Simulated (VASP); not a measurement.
# Se (P1) in VASP: further runs

The runs below take Se through electric field gradients, with PBE.

All numbers are computed with VASP 6.6.1; they aren't measurements. Logs are shortened: lines on timing, memory, paths and dates and some standing lists are left out, and cuts for length are marked.

## 1. The cell of the first run

The typed cell holds 3 atoms: a = 4.355 Å, b = 4.374 Å, c = 4.950 Å, α = 90.21°, β = 90.57°, γ = 120.43°.

## 2. Electric field gradients, PBE (equal xy, yz and zx shear strains of -1 %)

File INCAR:

```
SYSTEM = Se
  ALGO = Normal
  EDIFF = 1E-8
  ENCUT = 520
  GGA = PE
  ISIF = 2
  ISMEAR = -1
  LASPH = .True.
  LCHARG = .False.
  LEFG = .True.
  LREAL = .False.
  LWAVE = .False.
  NBANDS = 16
  NELM = 80
  PREC = Accurate
  SIGMA = 0.03
```

File KPOINTS:

```
k-points
0
Gamma
  8 8 6
  0 0 0
```

File POSCAR:

```
Se
1.0
    4.3551696776     -0.0217758484     -0.0217758484
   -2.1964432767      3.7825755028     -0.0079705137
   -0.0247472500     -0.0247472500      4.9494500000
Se
3
Direct
    0.2170000000      0.0000000000      0.1666666667
    0.0000000000      0.2170000000      0.8333333333
    0.7830000000      0.7830000000      0.5000000000
```

Potentials or basis: VASP PAW PBE potentials, release 64 (Se).

Started as:

```sh
> cat potpaw_PBE.64/Se/POTCAR > POTCAR
> mpirun -np 1 vasp_std > vasp.out
```

OUTCAR:

```text
SYSTEM = Se
   EDIFF = 1E-8
   ENCUT = 520
   GGA = PE
   ISIF = 2
   ISMEAR = -1
   LASPH = .True.
   LREAL = .False.
   NELM = 80
   PREC = Accurate

 ion  position               nearest neighbor table
   1  0.217  0.000  0.167-   2 2.32   3 2.33
   2  0.000  0.217  0.833-   3 2.31   1 2.32
   3  0.783  0.783  0.500-   2 2.31   1 2.33

  LATTYP: Found a triclinic cell.
 ALAT       =     4.3364269348
 B/A-ratio  =     1.7320508076
 C/A-ratio  =     2.3214714916
 COS(alpha) =     0.0023942472
 COS(beta)  =     0.4412429933
 COS(gamma) =     0.8635100504

  Lattice vectors:

 A1 = (   2.1587264009,   3.7607996544,  -0.0297463621)
 A2 = (   6.5138960785,   3.7390238060,  -0.0515222105)
 A3 = (  -4.3681393034,   7.5898982556,  -4.9653910274)

Analysis of symmetry for initial positions (statically):
=====================================================================
 Subroutine PRICEL returns:
 Original cell was already a primitive cell.

 Routine SETGRP: Setting up the symmetry group for a
 triclinic supercell.

 Subroutine GETGRP returns: Found  1 space group operations
 (whereof  1 operations were pure point group operations)
 out of a pool of  2 trial point group operations.

The static configuration has the point symmetry C_1 .

Analysis of symmetry for dynamics (positions and initial velocities):
=====================================================================
 Subroutine PRICEL returns:
 Original cell was already a primitive cell.

 Routine SETGRP: Setting up the symmetry group for a
 triclinic supercell.

 Subroutine GETGRP returns: Found  1 space group operations
 (whereof  1 operations were pure point group operations)
 out of a pool of  2 trial point group operations.

The dynamic configuration has the point symmetry C_1 .

 Subroutine INISYM returns: Found  1 space group operations
 (whereof  1 operations are pure point group operations),
 and found     1 'primitive' translations

----------------------------------------------------------------------------------------

                                     Primitive cell

  volume of cell :      81.2952

  direct lattice vectors                    reciprocal lattice vectors
     4.355169678 -0.021775848 -0.021775848     0.230289916  0.133727203  0.001820086
    -2.196443277  3.782575503 -0.007970514     0.001332395  0.265146631  0.001332395
    -0.024747250 -0.024747250  4.949450000     0.001015341  0.001015341  0.202052805

  length of vectors
     4.355278555  4.374048929  4.949573735     0.266307572  0.265153326  0.202057907

  position of ions in fractional coordinates (direct lattice)
     0.217000000  1.000000000  0.166666667
     0.000000000  0.217000000  0.833333333
     0.783000000  0.783000000  0.500000000

  ion indices of the primitive-cell ions
   primitive index   ion index
                 1           1
                 2           2
                 3           3

----------------------------------------------------------------------------------------

 KPOINTS: k-points

Automatic generation of k-mesh.
 Grid dimensions read from file:
 generate k-points for:    8    8    6

 Generating k-lattice:

  Cartesian coordinates                     Fractional coordinates (reciprocal lattice)
     0.028786239  0.016715900  0.000227511     0.125000000  0.000000000  0.000000000
     0.000166549  0.033143329  0.000166549     0.000000000  0.125000000 -0.000000000
     0.000169223  0.000169223  0.033675467     0.000000000 -0.000000000  0.166666667

  Length of vectors
     0.033288446  0.033144166  0.033676318

  Shift w.r.t. Gamma in fractional coordinates (k-lattice)
     0.000000000  0.000000000  0.000000000

 Subroutine IBZKPT returns following result:
 ===========================================

 Found    196 irreducible k-points:

 Following reciprocal coordinates:
            Coordinates               Weight
  0.000000  0.000000  0.000000      1.000000
  0.125000  0.000000  0.000000      2.000000
  0.250000  0.000000  0.000000      2.000000
  0.375000 -0.000000  0.000000      2.000000
  0.500000  0.000000  0.000000      1.000000
  0.000000  0.125000 -0.000000      2.000000
[... 16 lines left out ...]
  0.125000  0.375000  0.000000      2.000000
  0.250000  0.375000  0.000000      2.000000
 [... further k-points ...]
   k-points           NKPTS =    196   k-points in BZ     NKDIM =    196   number of bands    NBANDS=     16
   number of dos      NEDOS =    301   number of ions     NIONS =      3
   total plane-waves  NPLWV =  46080
   dimension x,y,z NGX =    32 NGY =   36 NGZ =   40
   dimension x,y,z NGXF=    64 NGYF=   72 NGZF=   80
   ions per type =               3
   NGX,Y,Z   is equivalent  to a cutoff of  12.21, 13.68, 13.44 a.u.
   NGXF,Y,Z  is equivalent  to a cutoff of  24.43, 27.37, 26.87 a.u.
 SYSTEM =  Se
   PREC   = accura    normal or accurate (medium, high low for compatibility)
   ISTART =      0    job   : 0-new  1-cont  2-samecut
   ICHARG =      2    charge: 1-file 2-atom 10-const
   ISPIN  =      1    spin polarized calculation?
   LNONCOLLINEAR =      F non collinear calculations
   LSORBIT =      F    spin-orbit coupling
   LASPH  =      T    aspherical Exc in radial PAW
   ENCUT  =  520.0 eV  38.22 Ry    6.18 a.u.   8.10  8.13  9.20*2*pi/ulx,y,z
   NELM   =     80;   NELMIN=  2; NELMDL= -5     # of ELM steps
   EDIFF  = 0.1E-07   stopping-criterion for ELM
   LREAL  =      F    real-space projection
   EDIFFG = 0.1E-06   stopping-criterion for IOM
   NSW    =      0    number of steps for IOM
   IBRION =     -1    ionic relax: 0-MD 1-quasi-New 2-CG
   NFREE  =      0    steps in history (QN), initial steepest desc. (CG)
   ISIF   =      2    stress and relaxation
   ISYM   =      2    0-nonsym 1-usesym 2-fastsym
   POTIM  = 0.5000    time-step for ionic-motion
   TEBEG  =    0.0;   TEEND  =   0.0 temperature during run
   PSTRESS=    0.0 pullay stress
   NELECT =      18.0000    total number of electrons
   NUPDOWN=      -1.0000    fix difference up-down
   EMIN   =  10.00;   EMAX   =-10.00  energy-range for DOS
   EFERMI =   0.00;   METHOD = LEGACY
   ISMEAR =    -1;   SIGMA  =   0.03  broadening in eV -4-tet -1-fermi 0-gaus
   EFERMI_NEDOS =   21; number of points for ismear=-14 and -15
   IALGO  =     38    algorithm
   IMIX   =      4    mixing-type and parameters
     AMIX     =   0.40;   BMIX     =  1.00
     AMIX_MAG =   1.60;   BMIX_MAG =  1.00
  volume/ion in A,a.u.               =      27.10       182.87
  Fermi-wavevector in a.u.,A,eV,Ry     =   0.990400  1.871585 13.345849  0.980892
  Thomas-Fermi vector in A             =   2.122068
   LORBIT       =      0    0 simple, 1 ext, 2 COOP (PROOUT), +10 PAW based schemes
   GGA     = PE    functional components
   LHFCALC =     F    Hartree Fock is set to
   AEXX    =    0.0000 exact exchange contribution
   IVDW    =     0    specifies the selected vdW correction
   LEPSILON=     F    determine dielectric tensor
   LRPA    =     F    only Hartree local field effects (RPA)
 non-spin polarized calculation
  energy-cutoff  :      520.00
  volume of cell :       81.30
 maximum number of plane-waves:      2208
   NGX = 17   NGY = 17   NGZ = 19

 number of electron      17.9999999 magnetization

 Free energy of the ion-electron system (eV)
  ---------------------------------------------------
  ext. energy  EPLUGINS =         0.00000000
  ---------------------------------------------------
  free energy    TOTEN  =       -10.36875036 eV

  energy without entropy =      -10.36875036  energy(sigma->0) =      -10.36875036

 E-fermi :   3.3113     XC(G=0):  -8.8325

 val. band max:        2.7807400002   @ k =   0.0000   0.5000   0.5000
 cond. band min:       3.8584830714   @ k =   0.3750   0.3750   0.5000
 fundamental gap:      1.0777430712
 Fermi energy:         3.3112621031

 k-point     1 :       0.0000    0.0000    0.0000
  band No.  band energies     occupation
      1     -13.3919      2.00000
      2      -9.1033      2.00000
      3      -9.0538      2.00000
      4      -1.2516      2.00000
      5      -1.2229      2.00000
      6      -1.0210      2.00000
[... 8 lines left out ...]
     15       9.1630      0.00000
     16      11.1051      0.00000
[... 419 lines left out ...]
 k-point    24 :       0.2500    0.3750    0.0000
  band No.  band energies     occupation
      1     -12.9109      2.00000
      2      -9.3563      2.00000
      3      -9.2381      2.00000
      4      -2.5081      2.00000
      5      -2.3529      2.00000
      6      -0.3044      2.00000
[... 8 lines left out ...]
     15      11.0847      0.00000
     16      12.3154      0.00000

 [... further k-points ...]
[... 5 lines left out ...]
  --------------------------------------------------------------------------------------
  -------------------------------------------------------------------------------------
  Total        2.2831253      2.5460000      3.8721900     -0.0613783      0.2876556      0.1505524
  in kB       44.9961412     50.1769128     76.3136442     -1.2096512      5.6691553      2.9671064
  external PRESSURE =      57.1622327 kB  Pullay stress =       0.0000000 kB

 VOLUME and BASIS-vectors are now :
 -----------------------------------------------------------------------------
  energy-cutoff  :      520.00
  volume of cell :       81.30
      direct lattice vectors                 reciprocal lattice vectors
     4.355169678 -0.021775848 -0.021775848     0.230289916  0.133727203  0.001820086
    -2.196443277  3.782575503 -0.007970514     0.001332395  0.265146631  0.001332395
    -0.024747250 -0.024747250  4.949450000     0.001015341  0.001015341  0.202052805

 POSITION                                       TOTAL-FORCE (eV/Angst)
 -----------------------------------------------------------------------------------
      0.94095     -0.00885      0.82018         1.127379     -0.025133      0.088281
     -0.49725      0.80020      4.12281        -0.585386      1.096899      0.089248
      1.67791      2.93233      2.45143        -0.541993     -1.071765     -0.177529
 -----------------------------------------------------------------------------------
    total drift:                               -0.000002      0.000054      0.000010

  FREE ENERGIE OF THE ION-ELECTRON SYSTEM (eV)
  ---------------------------------------------------
  free  energy   TOTEN  =       -10.3687503597 eV

  energy  without entropy=      -10.3687503594  energy(sigma->0) =      -10.36875036

 Electric field gradients (V/A^2)
---------------------------------------------------------------------
 ion       V_xx      V_yy      V_zz      V_xy      V_xz      V_yz
---------------------------------------------------------------------
   1     154.031  -347.588   193.556    -5.826    -3.435  -322.740
   2    -221.438    20.309   201.129  -216.763   268.315   152.377
   3    -223.132    28.956   194.176   214.148  -279.328   154.881
---------------------------------------------------------------------

 Electric field gradients after diagonalization (V/A^2)
 (convention: |V_zz| > |V_xx| > |V_yy|)
----------------------------------------------------------------------
 ion       V_xx      V_yy      V_zz     asymmetry (V_yy - V_xx)/ V_zz
----------------------------------------------------------------------
   1     344.140   154.098  -498.239       0.381
   2     339.536   147.539  -487.076       0.394
   3     342.500   151.329  -493.829       0.387
----------------------------------------------------------------------

           NMR quadrupolar parameters

 Cq : quadrupolar parameter    Cq=e*Q*V_zz/h
 eta: asymmetry parameters     (V_yy - V_xx)/ V_zz
 Q  : nuclear electric quadrupole moment in mb (millibarn)
----------------------------------------------------------------------
 ion       Cq(MHz)       eta       Q (mb)
----------------------------------------------------------------------
   1      -1.205       0.381       1.000
   2      -1.178       0.394       1.000
   3      -1.194       0.387       1.000
----------------------------------------------------------------------
```

Wall time 3.7 min (1 thread of Intel Xeon Platinum 8488C (Sapphire Rapids), shared host); peak memory 0.34 GiB.

What came out:

* Free energy: -10.3688 eV
* Pressure: 5.7 GPa
* Largest force: 1.247 eV/Å
* Band gap on the k mesh: 1.08 eV (least direct gap 1.17 eV)
* Largest electric field gradient by atom: Se -498.2, -487.1, -493.8 V/Å²

Forces on the atoms (eV/Å):
```
Se   1.127 -0.025  0.088
Se  -0.585  1.097  0.089
Se  -0.542 -1.072 -0.178
```

Stress tensor (GPa, compression positive):
```
 4.50 -0.12  0.30
-0.12  5.02  0.57
 0.30  0.57  7.63
```

Levels at points of the mesh, in eV from the valence-band top:
| k point | band 7 | band 8 | band 9 | band 10 | band 11 | band 12 |
| --- | --- | --- | --- | --- | --- | --- |
| (0.00, 0.00, 0.00) | -2.22 | -2.20 | -0.43 | 1.96 | 2.10 | 2.43 |
| (0.50, 0.00, 0.00) | -3.01 | -1.99 | -1.10 | 2.05 | 2.59 | 4.26 |
| (0.00, 0.50, 0.00) | -2.95 | -1.98 | -1.08 | 2.04 | 2.58 | 4.36 |
| (0.50, 0.50, 0.00) | -2.97 | -1.98 | -1.06 | 2.07 | 2.61 | 4.30 |
| (0.00, 0.00, 0.50) | -1.63 | -1.55 | -1.24 | 1.25 | 1.38 | 1.44 |
| (0.50, 0.00, 0.50) | -1.91 | -1.45 | -0.03 | 1.50 | 2.80 | 3.16 |
| (0.00, 0.50, 0.50) | -1.88 | -1.47 | 0.00 | 1.54 | 2.79 | 3.17 |
| (0.50, 0.50, 0.50) | -1.87 | -1.45 | 0.00 | 1.52 | 2.80 | 3.13 |

Electric field gradients, principal values (V/Å²):
```csv
atom,least,middle,greatest (by size)
1 Se,154.098,344.140,-498.239
2 Se,147.539,339.536,-487.076
3 Se,151.329,342.500,-493.829
```

Caveat: the cell differs from its parent crystal (equal xy, yz and zx shear strains of -1 %); the cell stands under pressure; without QUAD_EFG the Cq values of the log hold for a quadrupole moment of 1 mb, not for the nuclei; forces of over 1 eV/Å act on the atoms, so gaps and moduli don't describe the material at rest.

(Continued in part 2 of 3.)
